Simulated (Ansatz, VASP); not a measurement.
**Zn: VASP beside Ansatz**

```
Zn
1.0
     2.54208    0.00000    0.00000
     0.00000    2.54208    0.00000
     0.00000    0.00000    2.54208
Zn
1
Direct
  0.00000 0.00000 0.00000
```

Alike in both runs: task relaxation of cell and atoms; functional LDA; k mesh 12 × 12 × 12; occupations fermi-dirac, width 0.1 eV; no spin polarisation.

|  | VASP | Ansatz |
| --- | --- | --- |
| version | VASP 6.6.1 | Ansatz 0.2.0 |
| potentials or method | VASP PAW LDA potentials, release 64 (Zn), cutoff 500 eV | plane waves (420 eV) with PAW, scalar-relativistic |
| valence electrons in the cell | 12 | 12 |

|  | VASP | Ansatz | Ansatz less VASP |
| --- | --- | --- | --- |
| relaxed volume (Å³/atom) | 16.16 | 16.05 | -0.105 |
| relaxed cell length with the largest relative difference (Å) | 2.528 | 2.523 | -0.0055 |

Ansatz warns that its potentials were made for another functional, while VASP's fit it. LDA's correlation is that of Perdew and Zunger in VASP and of Perdew and Wang (1992) in Ansatz.
